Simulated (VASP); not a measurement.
# Sc in VASP: notebook, part 2 of 2

VASP 6.6.1. The steps go on from the part before.

### 3 Single point, SVWN5

Input file INCAR:

```
PREC     = Accurate       # precision mode
ENCUT    = 520            # plane-wave cutoff, eV
EDIFF    = 1E-6           # SCF threshold, eV
ISMEAR   = -1             # smearing method
SIGMA    = 0.1            # smearing width, eV
LREAL    = False          # projectors in reciprocal space
LASPH    = True           # aspherical terms in the spheres
NELM     = 60             # most SCF steps
ALGO     = Normal         # electronic algorithm
ISIF     = 2              # what is computed and relaxed
LWAVE    = False          # write WAVECAR
LCHARG   = False          # write CHGCAR
GGA      = VW             # functional
NBANDS   = 12             # bands
```

Input file KPOINTS:

```
Automatic mesh
0
Gamma
  10 10 10
```

Input file POSCAR:

```
Sc
1.0
    0.0000000000      2.2600000000      2.2600000000
    2.2600000000      0.0000000000      2.2600000000
    2.2600000000      2.2600000000      0.0000000000
Sc
1
Direct
    0.0000000000      0.0000000000      0.0000000000
```

Potentials or basis: VASP PAW PBE potentials, release 64 (Sc_sv).

Started as:

```bash
$ cat potpaw_PBE.64/Sc_sv/POTCAR > POTCAR
$ mpirun -np 1 vasp_std > vasp.out
```

It took 18 s on 1 thread of AMD EPYC 7R13, shared host; peak memory 0.1 GiB.

It converged, with:

```yaml
Free_energy: -6.7175 eV
Pressure: -1.6 GPa
```

Levels at points of the mesh, in eV from the Fermi level:
| k point | band 2 | band 3 | band 4 | band 5 | band 6 | band 7 | band 8 | band 9 |
| --- | --- | --- | --- | --- | --- | --- | --- | --- |
| (0.00, 0.00, 0.00) | -27.41 | -27.41 | -27.41 | -5.27 | 1.61 | 1.61 | 1.61 | 3.10 |
| (0.50, 0.00, 0.00) | -27.91 | -27.47 | -27.47 | -1.86 | 0.45 | 1.49 | 1.49 | 4.10 |
| (0.50, 0.50, 0.00) | -27.88 | -27.58 | -27.58 | -1.67 | -0.75 | 2.23 | 4.08 | 4.36 |

Caveat: the PAW data sets were made with another functional, which shifts forces and pressure a little.

### 4 Single point, RPBE+D3(BJ) (volume scaled by 1.15)

Input file INCAR:

```
SYSTEM = Sc
  PREC = Accurate
  ENCUT = 520
  EDIFF = 1E-6
  ISMEAR = -1
  SIGMA = 0.15
  LREAL = .FALSE.
  LASPH = .TRUE.
  NELM = 80
  ALGO = Normal
  ISIF = 2
  LWAVE = .FALSE.
  LCHARG = .FALSE.
  GGA = RP
  IVDW = 12
  NBANDS = 12
```

Input file KPOINTS:

```
regular mesh
0
G
  10 10 10
  0 0 0
```

Input file POSCAR:

```
Sc
1.0
    0.0000000000      2.3677783902      2.3677783902
    2.3677783902      0.0000000000      2.3677783902
    2.3677783902      2.3677783902      0.0000000000
Sc
1
Direct
    0.0000000000      0.0000000000      0.0000000000
```

Started as:

```bash
$ cat potpaw_PBE.64/Sc_sv/POTCAR > POTCAR
$ mpirun -np 1 vasp_std > vasp.out
```

Wall time 32 s (1 thread of AMD EPYC 7R13, shared host); peak memory 0.14 GiB.

Results (log left out):

```
Free energy                : -7.9574 eV
Pressure                   : -19.7 GPa
Dispersion energy per atom : -1.993 eV
```

Levels at points of the mesh, in eV from the Fermi level:
| k point | band 3 | band 4 | band 5 | band 6 | band 7 | band 8 |
| --- | --- | --- | --- | --- | --- | --- |
| (0.00, 0.00, 0.00) | -28.17 | -28.17 | -5.06 | 1.49 | 1.49 | 1.49 |
| (0.50, 0.00, 0.00) | -28.21 | -28.21 | -1.68 | 0.06 | 1.40 | 1.40 |
| (0.50, 0.50, 0.00) | -28.28 | -28.28 | -1.38 | -0.52 | 1.65 | 3.53 |

Caveat: the PAW data sets were made with another functional, which shifts forces and pressure a little; pairwise dispersion overbinds metals, which lowers pressure and volume.

### 5 Single point, PBEsol+D3(BJ) (the cell strained at random)

Input file INCAR:

```
SYSTEM = Sc
  ALGO = Normal
  EDIFF = 1E-6
  ENCUT = 520
  GGA = PS
  ISIF = 2
  ISMEAR = -1
  IVDW = 12
  LASPH = .True.
  LCHARG = .False.
  LREAL = .False.
  LWAVE = .False.
  NBANDS = 12
  NELM = 60
  PREC = Accurate
  SIGMA = 0.05
```

Input file KPOINTS:

```
k-points
0
Gamma
  8 8 8
  0 0 0
```

Input file POSCAR:

```
Sc
1.0
   -0.0214960000      2.1811200000      2.2464360000
    2.2889700000     -0.0202390000      2.2451790000
    2.3126420000      2.2035350000     -0.0439110000
Sc
1
Direct
    0.0000000000      0.0000000000      0.0000000000
```

Potentials or basis: VASP PAW PBE potentials, release 64 (Sc_sv).

Started as:

```bash
$ cat potpaw_PBE.64/Sc_sv/POTCAR > POTCAR
$ mpirun -np 1 vasp_std > vasp.out
```

OUTCAR:

```text
SYSTEM = Sc
   EDIFF = 1E-6
   ENCUT = 520
   GGA = PS
   ISIF = 2
   ISMEAR = -1
   IVDW = 12
   LASPH = .True.
   LREAL = .False.
   NELM = 60
   PREC = Accurate
 IVDW          = 12

 ion  position               nearest neighbor table
   1  0.000  0.000  0.000-

  LATTYP: Found a triclinic cell.
 ALAT       =     3.1311693079
 B/A-ratio  =     1.4486445828
 C/A-ratio  =     1.0191959272
 COS(alpha) =     0.0011166145
 COS(beta)  =     0.4857598607
 COS(gamma) =     0.7108938794

[... 542 lines left out ...]
     12      16.3631      0.00000

 [... further k-points ...]

------------------------ aborting loop because EDIFF is reached ----------------------------------------

 Edisp (eV)   -0.42631

 E8    (eV) :    -0.3030

  FORCE on cell =-STRESS in cart. coord.  units (eV):
  Direction    XX          YY          ZZ          XY          YZ          ZX
  --------------------------------------------------------------------------------------
  -------------------------------------------------------------------------------------
  Total      -0.40302    -0.14803    -0.28775     0.00837     0.10590     0.08718
  in kB     -27.96953   -10.27350   -19.96990     0.58080     7.34904     6.05005
  external pressure =      -19.40 kB  Pullay stress =        0.00 kB

 VOLUME and BASIS-vectors are now :
 -----------------------------------------------------------------------------
  energy-cutoff  :      520.00
  volume of cell :       23.09
      direct lattice vectors                 reciprocal lattice vectors
    -0.021496000  2.181120000  2.246436000    -0.214258276  0.229261272  0.220503927
     2.288970000 -0.020239000  2.245179000     0.218565311 -0.224992608  0.220542297
     2.312642000  2.203535000 -0.043911000     0.214086255  0.224820586 -0.216235262

 POSITION                                       TOTAL-FORCE (eV/Angst)
 -----------------------------------------------------------------------------------
      0.00000      0.00000      0.00000         0.000000      0.000000      0.000000
 -----------------------------------------------------------------------------------
    total drift:                               -0.000000      0.000000     -0.000000

  FREE ENERGIE OF THE ION-ELECTRON SYSTEM (eV)
  ---------------------------------------------------
  free  energy   TOTEN  =        -6.9846559126 eV

  energy  without entropy=       -6.9690865474  energy(sigma->0) =       -6.97687123
```

OSZICAR:

```text
N       E                     dE             d eps       ncg     rms          rms(c)
DAV:   1     0.723397965313E+02    0.72340E+02   -0.51257E+03  6272   0.905E+02
DAV:   2    -0.587224082942E+01   -0.78212E+02   -0.76597E+02  6244   0.283E+02
DAV:   3    -0.725100247086E+01   -0.13788E+01   -0.13520E+01  8324   0.498E+01
DAV:   4    -0.727223372756E+01   -0.21231E-01   -0.21217E-01  7756   0.492E+00
DAV:   5    -0.727257880361E+01   -0.34508E-03   -0.34506E-03  8492   0.601E-01    0.591E+00
DAV:   6    -0.664290277824E+01    0.62968E+00   -0.93985E-01  9536   0.140E+01    0.174E+00
DAV:   7    -0.656353760413E+01    0.79365E-01   -0.18038E-01  9880   0.583E+00    0.528E-01
DAV:   8    -0.655891132712E+01    0.46263E-02   -0.13039E-02  7320   0.167E+00    0.176E-01
DAV:   9    -0.655835257992E+01    0.55875E-03   -0.19684E-03  9420   0.655E-01    0.246E-02
DAV:  10    -0.655835138536E+01    0.11946E-05   -0.45322E-05  9664   0.838E-02    0.487E-03
DAV:  11    -0.655835073734E+01    0.64802E-06   -0.98689E-07  6544   0.156E-02
   1 F= -.69846559E+01 E0= -.69768712E+01  d E =-.155694E-01
```

Wall time 94 s (1 thread of AMD EPYC 7R13, shared host); peak memory 0.17 GiB.

Results:

```yaml
Free_energy: -6.9847 eV
Pressure: -1.9 GPa
Dispersion_energy_per_atom: -0.426 eV
```

Stress tensor (GPa, compression positive):
```
-2.80  0.06  0.61
 0.06 -1.03  0.73
 0.61  0.73 -2.00
```

Caveat: the cell differs from its parent crystal (the cell strained at random); the PAW data sets were made with another functional, which shifts forces and pressure a little; pairwise dispersion overbinds metals, which lowers pressure and volume.

### 6 The runs side by side

| level | cell | k mesh | smearing | gap on the mesh (eV) | pressure (GPa) |
| --- | --- | --- | --- | --- | --- |
| RPBE | a = 3.196 Å, angles 60.0°, 1 atom | 10 × 10 × 10 | gaussian 0.1 eV | none | 6.1 |
| SVWN5 | a = 3.196 Å, angles 60.0°, 1 atom | 10 × 10 × 10 | fermi-dirac 0.1 eV | none | -1.6 |
| RPBE+D3(BJ) | a = 3.349 Å, angles 60.0°, 1 atom | 10 × 10 × 10 | fermi-dirac 0.15 eV | none | -19.7 |
| PBEsol+D3(BJ) | a = 3.131, b = 3.206, c = 3.195 Å, angles 59.8, 62.2, 60.5°, 1 atom | 8 × 8 × 8 | fermi-dirac 0.05 eV | none | -1.9 |

Alike in all rows: task single point; potentials or basis VASP PAW PBE potentials, release 64 (Sc_sv); no spin polarisation; cutoff (eV) 520.

Caveats: the PAW data sets were made with another functional, which shifts forces and pressure a little; pairwise dispersion overbinds metals, which lowers pressure and volume (some runs).

Total energies depend on the potentials used, so only differences within one code and one set of settings carry meaning.
